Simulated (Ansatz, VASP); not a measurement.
# Mg: VASP beside Ansatz

```
Mg
1.0
    -1.87886    1.87886    1.87886
     1.87886   -1.87886    1.87886
     1.87886    1.87886   -1.87886
Mg
1
Direct
  0.00000 0.00000 0.00000
```

Alike in both runs: task single point; functional RPBE; k mesh 14 × 14 × 14; occupations fermi-dirac, width 0.1 eV; no spin polarisation.

```csv
,VASP,Ansatz
version,VASP 6.6.1,Ansatz 0.2.0
potentials or method,"VASP PAW PBE potentials, release 64 (Mg), cutoff 520 eV","plane waves (420 eV) with PAW, scalar-relativistic"
valence electrons in the cell,2,10
```

```tsv
	VASP	Ansatz	Ansatz less VASP
pressure (GPa)	-3.1	-3.0	+0.15
```

VASP's potentials were made for PBE, not for RPBE. VASP's potentials hold 2 valence electrons a cell and Ansatz's 10, so a difference there can come from the potentials and not from the codes.
